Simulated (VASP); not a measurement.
Runs of VASP 6.6.1 on B5Pt. The structure is that of space group P6/mmm (No. 191), or close to it. The cells are those of the table. 

```tsv
task	cell	k mesh	cutoff (eV)	gap on the mesh (eV)	pressure (GPa)	relaxed volume (Å³/atom)
relaxation of cell and atoms	relaxed from a = 5.665, b = 5.665, c = 2.373 Å, angles 90.0, 90.0, 120.0°, 6 atoms	6 × 6 × 8	600	none	0.3	11.04
relaxation of cell and atoms	relaxed from a = 5.779, b = 5.779, c = 2.252 Å, angles 90.0, 90.0, 120.0°, 6 atoms	3 × 3 × 8	600	none	-0.4	(a)
single point	a = 5.779, b = 5.779, c = 2.252 Å, angles 90.0, 90.0, 120.0°, 6 atoms	6 × 6 × 4	520	none	-0.4	-
single point	a = 5.650, b = 5.650, c = 2.405 Å, angles 90.0, 90.0, 120.0°, 6 atoms	6 × 6 × 8	520	none	-0.2	-
single point	a = 5.644, b = 5.644, c = 2.420 Å, angles 90.0, 90.0, 120.0°, 6 atoms	12 × 12 × 16	520	none	-0.2	-
single point	a = 4.370, b = 4.370, c = 3.893 Å, angles 90.0, 90.0, 120.0°, 6 atoms	6 × 6 × 4	520	none	93.7	-
single point	a = 5.665, b = 5.665, c = 2.373 Å, angles 90.0, 90.0, 120.0°, 6 atoms	3 × 3 × 8	520	none	(b)	-
relaxation of cell and atoms	relaxed from a = 5.650, b = 5.650, c = 2.405 Å, angles 90.0, 90.0, 120.0°, 6 atoms	12 × 12 × 16	600	none	-0.1	11.12
relaxation of cell and atoms	relaxed from a = 4.370, b = 4.370, c = 3.893 Å, angles 90.0, 90.0, 120.0°, 6 atoms	6 × 6 × 4	600	none	-0.4	10.85
```

Alike in all rows: level PBE; potentials or basis VASP PAW PBE potentials, release 64 (B, Pt); no spin polarisation; smearing gaussian 0.1 eV.

Question: Estimate the missing entries.

Answer: (a) 11.00; (b) 0.0.

Caveats: some runs use coarse meshes; spin-orbit coupling is left out, which moves the levels of the heavy elements.

A k mesh can miss the band edges, and the runs leave out spin-orbit coupling on Pt.

A gap of «none» marks levels without a gap at the run's occupations.
